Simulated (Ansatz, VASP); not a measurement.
## One calculation of SnSe2, two programs

Contents of INCAR:

```
PREC     = Accurate       # precision mode
ENCUT    = 520            # plane-wave cutoff, eV
EDIFF    = 1E-7           # SCF threshold, eV
ISMEAR   = 0              # smearing method
SIGMA    = 0.05           # smearing width, eV
LREAL    = False          # projectors in reciprocal space
LASPH    = True           # aspherical terms in the spheres
NELM     = 100            # most SCF steps
ALGO     = Normal         # electronic algorithm
ISIF     = 2              # what is computed and relaxed
LWAVE    = False          # write WAVECAR
LCHARG   = True           # write CHGCAR
GGA      = PE             # functional
LELF     = True           # ELF
LVHAR    = True         
NBANDS   = 20             # bands
```

The input KPOINTS:

```
Automatic mesh
0
Gamma
  12 12 6
```

File POSCAR:

```
SnSe2
1.0
    3.7495203087      0.0000000000      0.0000000000
   -1.8747601544      3.2471798393      0.0000000000
    0.0000000000      0.0000000000      6.3398987578
Sn Se
1 2
Direct
    0.0000000000      0.0000000000      0.0000000000
    0.3333333333      0.6666666667      0.2500000000
    0.6666666667      0.3333333333      0.7500000000
```

Input for Ansatz:

```yaml
crystal:
  lattice:
    - [3.7495203087, 0.0, 0.0]
    - [-1.8747601544, 3.2471798393, 0.0]
    - [0.0, 0.0, 6.3398987578]
  atoms:
    - { symbol: Sn, position: [0.0, 0.0, 0.0] }
    - { symbol: Se, position: [0.3333333333, 0.6666666667, 0.25] }
    - { symbol: Se, position: [0.6666666667, 0.3333333333, 0.75] }
basis:
  ecutwfc: 420
kpoints:
  mp_grid: { grid: [12, 12, 6] }
hamiltonian:
  xc: pbe
scf:
  occupations: { method: gaussian, width: 0.05 }
output:
  forces: true
  stress: true
  eigenvalues: true
```

Alike in both runs: task single point; functional PBE; k mesh 12 × 12 × 6; occupations gaussian, width 0.05 eV; no spin polarisation.

|  | VASP | Ansatz |
| --- | --- | --- |
| version | VASP 6.6.1 | Ansatz 0.2.0 |
| potentials or method | VASP PAW PBE potentials, release 64 (Sn_d, Se), cutoff 520 eV | scalar-relativistic, plane waves, PAW |
| valence electrons in the cell | 26 | 46 |

Ansatz gave:

```
gap on the k mesh at the Fermi level (eV)                     : 0.64
least direct gap on the mesh (eV)                             : 1.20
pressure (GPa)                                                : 5.4
traceless stress, the component that is largest in VASP (GPa) : -1.13
rms of the force components (eV/Å)                            : 0.209
```

Problem. What did VASP give for the same quantities?

Solution. gap on the k mesh at the Fermi level (eV): 0.64; least direct gap on the mesh (eV): 1.20; pressure (GPa): 5.5; traceless stress, the component that is largest in VASP (GPa): -1.11; rms of the force components (eV/Å): 0.217.

Atom by atom the forces differ by 0.008 eV/Å (rms over components). The functional is the same, so the differences come from potentials, cutoffs and numerics. VASP's potentials hold 26 valence electrons a cell and Ansatz's 46, so a difference there can come from the potentials and not from the codes.
